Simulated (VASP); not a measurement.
# As in VASP: single point with PBEsol

Aim: the single point of As with PBEsol.

Program: VASP 6.6.1. These are calculated values, not measurements. Logs are shortened: lines on timing, memory, paths and dates and some standing lists are left out, and cuts for length are marked.

## (1) The cell of the first run

The cell holds a slab with vacuum, 6 atoms: a = 6.319 Å, b = 6.319 Å, c = 22.800 Å, α = 90.00°, β = 90.00°, γ = 120.00°.

## (2) Single point, PBEsol

INCAR

```
SYSTEM = As
ALGO = Normal
DIPOL = 0.5 0.5 0.653
EDIFF = 1E-6
ENCUT = 400
GGA = PS
GGA_COMPAT = .False.
IDIPOL = 3
ISIF = 2
ISMEAR = 0
LASPH = .True.
LCHARG = .False.
LDIPOL = .True.
LREAL = .False.
LWAVE = .False.
NBANDS = 24
NELM = 120
NELMDL = -8
PREC = Accurate
SIGMA = 0.04
```

KPOINTS

```
k-points
0
Gamma
  6 6 1
  0 0 0
```

POSCAR

```
As
1.0
    6.3193877044      0.0000000000      0.0000000000
   -3.1596938522      5.4727502883      0.0000000000
    0.0000000000      0.0000000000     22.8000000000
As
6
Direct
    0.6666670000      0.6666670000      0.6229103642
    0.3340972671      0.9989803418      0.6229071402
    1.0017583976      0.3340495890      0.6229019073
    0.3342500536      0.3327562683      0.6821502234
    1.0002847994      0.6664703692      0.6821456382
    0.6679855909      1.0004702801      0.6821548434
```

Potentials or basis: VASP PAW PBE potentials, release 64 (As).

Started as:

```
$ cat potpaw_PBE.64/As/POTCAR > POTCAR
$ mpirun -np 1 vasp_std > vasp.out
```

OUTCAR:

```text
SYSTEM = As
   EDIFF = 1E-6
   ENCUT = 400
   GGA = PS
   ISIF = 2
   ISMEAR = 0
   LASPH = .True.
   LREAL = .False.
   NELM = 120
   NELMDL = -8
   PREC = Accurate

 ion  position               nearest neighbor table
   1  0.667  0.667  0.623-   6 2.50   4 2.50   5 2.50
   2  0.334  0.999  0.623-   5 2.50   6 2.50   4 2.50
   3  0.002  0.334  0.623-   4 2.50   5 2.50   6 2.50
   4  0.334  0.333  0.682-   3 2.50   1 2.50   2 2.50
   5  0.000  0.666  0.682-   2 2.50   3 2.50   1 2.50
   6  0.668  0.000  0.682-   1 2.50   2 2.50   3 2.50

  LATTYP: Found a hexagonal cell.
 ALAT       =     6.3193877044
 C/A-ratio  =     3.6079444824

  Lattice vectors:

 A1 = (   6.3193877044,   0.0000000000,   0.0000000000)
 A2 = (  -3.1596938522,   5.4727502883,   0.0000000000)
 A3 = (   0.0000000000,   0.0000000000,  22.8000000000)

Analysis of symmetry for initial positions (statically):
=====================================================================
 Subroutine PRICEL returns:
 Original cell was already a primitive cell.

 Routine SETGRP: Setting up the symmetry group for a
 hexagonal supercell.

 Subroutine GETGRP returns: Found  1 space group operations
 (whereof  1 operations were pure point group operations)
 out of a pool of 24 trial point group operations.

The static configuration has the point symmetry C_1 .

Analysis of symmetry for dynamics (positions and initial velocities):
=====================================================================
 Subroutine PRICEL returns:
 Original cell was already a primitive cell.

 Routine SETGRP: Setting up the symmetry group for a
 hexagonal supercell.

 Subroutine GETGRP returns: Found  1 space group operations
 (whereof  1 operations were pure point group operations)
 out of a pool of 24 trial point group operations.

The dynamic configuration has the point symmetry C_1 .

 Subroutine INISYM returns: Found  1 space group operations
 (whereof  1 operations are pure point group operations),
 and found     1 'primitive' translations

----------------------------------------------------------------------------------------

                                     Primitive cell

  volume of cell :     788.5250

  direct lattice vectors                    reciprocal lattice vectors
     6.319387704  0.000000000  0.000000000     0.158243179  0.091361742  0.000000000
    -3.159693852  5.472750288  0.000000000     0.000000000  0.182723484  0.000000000
     0.000000000  0.000000000 22.800000000     0.000000000  0.000000000  0.043859649

  length of vectors
     6.319387704  6.319387704 22.800000000     0.182723484  0.182723484  0.043859649

  position of ions in fractional coordinates (direct lattice)
     0.666667000  0.666667000  0.622910364
     0.334097267  0.998980342  0.622907140
     0.001758398  0.334049589  0.622901907
     0.334250054  0.332756268  0.682150223
     0.000284799  0.666470369  0.682145638
     0.667985591  0.000470280  0.682154843

  ion indices of the primitive-cell ions
   primitive index   ion index
                 1           1
                 2           2
                 3           3
                 4           4
                 5           5
                 6           6

----------------------------------------------------------------------------------------

 KPOINTS: k-points

Automatic generation of k-mesh.
 Grid dimensions read from file:
 generate k-points for:    6    6    1

 Generating k-lattice:

  Cartesian coordinates                     Fractional coordinates (reciprocal lattice)
     0.026373863  0.015226957  0.000000000     0.166666667  0.000000000  0.000000000
     0.000000000  0.030453914  0.000000000     0.000000000  0.166666667  0.000000000
     0.000000000  0.000000000  0.043859649     0.000000000  0.000000000  1.000000000

  Length of vectors
     0.030453914  0.030453914  0.043859649

  Shift w.r.t. Gamma in fractional coordinates (k-lattice)
     0.000000000  0.000000000  0.000000000

 Subroutine IBZKPT returns following result:
 ===========================================

 Found     20 irreducible k-points:

 Following reciprocal coordinates:
            Coordinates               Weight
  0.000000  0.000000  0.000000      1.000000
  0.166667  0.000000  0.000000      2.000000
  0.000000  0.166667  0.000000      2.000000
 -0.166667  0.166667  0.000000      2.000000
  0.333333  0.000000  0.000000      2.000000
  0.000000  0.333333  0.000000      2.000000
[... 12 lines left out ...]
  0.500000 -0.166667  0.000000      2.000000
  0.333333  0.333333  0.000000      2.000000
   k-points           NKPTS =     20   k-points in BZ     NKDIM =     20   number of bands    NBANDS=     24
   number of dos      NEDOS =    301   number of ions     NIONS =      6
   total plane-waves  NPLWV = 264600
   dimension x,y,z NGX =    42 NGY =   42 NGZ =  150
   dimension x,y,z NGXF=    84 NGYF=   84 NGZF=  300
   ions per type =               6
   NGX,Y,Z   is equivalent  to a cutoff of  11.05, 11.05, 10.94 a.u.
   NGXF,Y,Z  is equivalent  to a cutoff of  22.10, 22.10, 21.87 a.u.
 SYSTEM =  As
   PREC   = accura    normal or accurate (medium, high low for compatibility)
   ISTART =      0    job   : 0-new  1-cont  2-samecut
   ICHARG =      2    charge: 1-file 2-atom 10-const
   ISPIN  =      1    spin polarized calculation?
   LNONCOLLINEAR =      F non collinear calculations
   LSORBIT =      F    spin-orbit coupling
   LASPH  =      T    aspherical Exc in radial PAW
   ENCUT  =  400.0 eV  29.40 Ry    5.42 a.u.  10.31 10.31 37.18*2*pi/ulx,y,z
   NELM   =    120;   NELMIN=  2; NELMDL= -8     # of ELM steps
   EDIFF  = 0.1E-05   stopping-criterion for ELM
   LREAL  =      F    real-space projection
   EDIFFG = 0.1E-04   stopping-criterion for IOM
   NSW    =      0    number of steps for IOM
   IBRION =     -1    ionic relax: 0-MD 1-quasi-New 2-CG
   NFREE  =      0    steps in history (QN), initial steepest desc. (CG)
   ISIF   =      2    stress and relaxation
   ISYM   =      2    0-nonsym 1-usesym 2-fastsym
   POTIM  = 0.5000    time-step for ionic-motion
   TEBEG  =    0.0;   TEEND  =   0.0 temperature during run
   PSTRESS=    0.0 pullay stress
   NELECT =      30.0000    total number of electrons
   NUPDOWN=      -1.0000    fix difference up-down
   EMIN   =  10.00;   EMAX   =-10.00  energy-range for DOS
   EFERMI =   0.00;   METHOD = LEGACY
   ISMEAR =     0;   SIGMA  =   0.04  broadening in eV -4-tet -1-fermi 0-gaus
   EFERMI_NEDOS =   21; number of points for ismear=-14 and -15
   IALGO  =     38    algorithm
   IMIX   =      4    mixing-type and parameters
     AMIX     =   0.40;   BMIX     =  1.00
     AMIX_MAG =   1.60;   BMIX_MAG =  1.00
  volume/ion in A,a.u.               =     131.42       886.87
  Fermi-wavevector in a.u.,A,eV,Ry     =   0.550609  1.040500  4.124884  0.303170
  Thomas-Fermi vector in A             =   1.582252
   LORBIT       =      0    0 simple, 1 ext, 2 COOP (PROOUT), +10 PAW based schemes
   GGA     = PS    functional components
   LHFCALC =     F    Hartree Fock is set to
   AEXX    =    0.0000 exact exchange contribution
   IVDW    =     0    specifies the selected vdW correction
   LEPSILON=     F    determine dielectric tensor
   LRPA    =     F    only Hartree local field effects (RPA)
 non-spin polarized calculation
 Gauss-broadening in eV      SIGMA  =   0.04
  energy-cutoff  :      400.00
  volume of cell :      788.53
 maximum number of plane-waves:     14344
 NGX is ok and might be reduce to    42
   NGX = 21   NGY = 21   NGZ = 75

 dipolmoment           0.000000      0.000000     -0.000001 electrons x Angstroem

 number of electron      29.9999991 magnetization

 dipolmoment           0.000000      0.000000      0.000004 electrons x Angstroem

 Free energy of the ion-electron system (eV)
  ---------------------------------------------------
  ext. energy  EPLUGINS =         0.00000000
  ---------------------------------------------------
  free energy    TOTEN  =       -29.92741944 eV

  energy without entropy =      -29.92741944  energy(sigma->0) =      -29.92741944

 E-fermi :  -3.8280     XC(G=0):  -2.2602

 val. band max:       -4.0633617162   @ k =   0.3333   0.0000   0.0000
 cond. band min:      -2.3217439586   @ k =   0.3333   0.3333   0.0000
 fundamental gap:      1.7416177577
 Fermi energy:        -3.8279642205

 k-point     1 :       0.0000    0.0000    0.0000
  band No.  band energies     occupation
      1     -17.3305      2.00000
      2     -13.8886      2.00000
      3     -13.8885      2.00000
      4     -13.8757      2.00000
      5     -13.8757      2.00000
      6     -10.8841      2.00000
[... 16 lines left out ...]
     23       0.7779      0.00000
     24       0.7783      0.00000

 k-point     2 :       0.1667    0.0000    0.0000
  band No.  band energies     occupation
      1     -17.2111      2.00000
      2     -14.6828      2.00000
      3     -14.4809      2.00000
      4     -13.3334      2.00000
      5     -13.0906      2.00000
      6     -10.8857      2.00000
[... 16 lines left out ...]
     23       0.4882      0.00000
     24       0.9517      0.00000

 k-point     3 :       0.0000    0.1667    0.0000
  band No.  band energies     occupation
      1     -17.2111      2.00000
      2     -14.6828      2.00000
      3     -14.4809      2.00000
      4     -13.3335      2.00000
      5     -13.0906      2.00000
      6     -10.8857      2.00000
[... 16 lines left out ...]
     23       0.4882      0.00000
     24       0.9517      0.00000
[... 406 lines left out ...]
 k-point    19 :       0.5000   -0.1667    0.0000
  band No.  band energies     occupation
      1     -16.5134      2.00000
      2     -15.8566      2.00000
      3     -15.3075      2.00000
      4     -12.6153      2.00000
      5     -11.8966      2.00000
      6     -11.2219      2.00000
[... 16 lines left out ...]
     23       0.5523      0.00000
     24       0.5593      0.00000

 k-point    20 :       0.3333    0.3333    0.0000
  band No.  band energies     occupation
      1     -15.9734      2.00000
      2     -15.9664      2.00000
      3     -15.9662      2.00000
      4     -11.8214      2.00000
      5     -11.8213      2.00000
      6     -11.8156      2.00000
[... 16 lines left out ...]
     23       0.6421      0.00000
     24       0.6459      0.00000

------------------------ aborting loop because EDIFF is reached ----------------------------------------

 vacuum level on the upper side and lower side of the slab       (xc-potential included)        -0.008        -0.007

  FORCE on cell =-STRESS in cart. coord.  units (eV):
  Direction    XX          YY          ZZ          XY          YZ          ZX
  --------------------------------------------------------------------------------------
  -------------------------------------------------------------------------------------
  Total       -3.2278223     -3.2279104      0.9147392      0.0000061      0.0000214     -0.0000258
  in kB       -6.5585031     -6.5586819      1.8586277      0.0000124      0.0000434     -0.0000524
  external PRESSURE =      -3.7528524 kB  Pullay stress =       0.0000000 kB

 VOLUME and BASIS-vectors are now :
 -----------------------------------------------------------------------------
  energy-cutoff  :      400.00
  volume of cell :      788.53
      direct lattice vectors                 reciprocal lattice vectors
     6.319387704  0.000000000  0.000000000     0.158243179  0.091361742  0.000000000
    -3.159693852  5.472750288  0.000000000     0.000000000  0.182723484  0.000000000
     0.000000000  0.000000000 22.800000000     0.000000000  0.000000000  0.043859649

 POSITION                                       TOTAL-FORCE (eV/Angst)
 -----------------------------------------------------------------------------------
      2.10646      3.64850     14.20236         0.029499     -0.001969     -0.231729
     -1.04518      5.46717     14.20228        -0.013235      0.026401     -0.231506
     -1.04438      1.82817     14.20216        -0.016358     -0.024437     -0.231170
      1.06085      1.82109     15.55303        -0.001917      0.000218      0.231441
     -2.10404      3.64743     15.55292         0.001206      0.001545      0.231628
      4.21977      0.00257     15.55313         0.000804     -0.001759      0.231337
 -----------------------------------------------------------------------------------
    total drift:                                0.000486     -0.000050      0.000192

  FREE ENERGIE OF THE ION-ELECTRON SYSTEM (eV)
  ---------------------------------------------------
  free  energy   TOTEN  =       -29.9274194370 eV

  energy  without entropy=      -29.9274194370  energy(sigma->0) =      -29.92741944

 vacuum level on the upper side and lower side of the slab         1.604         1.604
```

It took 7.6 min on 1 thread of Intel Xeon Platinum 8259CL at 2.50GHz (Skylake/Cascade Lake), shared host; peak memory 0.67 GiB.

Results:

```yaml
Free_energy: -29.9274 eV
Largest_force: 0.234 eV/Å
Band_gap_on_the_k_mesh: 1.74 eV
```

Forces in eV/Å, atoms in the order of the input:
```
As   0.029 -0.002 -0.232
As  -0.013  0.026 -0.232
As  -0.016 -0.024 -0.231
As  -0.002  0.000  0.231
As   0.001  0.002  0.232
As   0.001 -0.002  0.231
```

Caveat: the PAW data sets were made with another functional, which shifts forces and pressure a little.
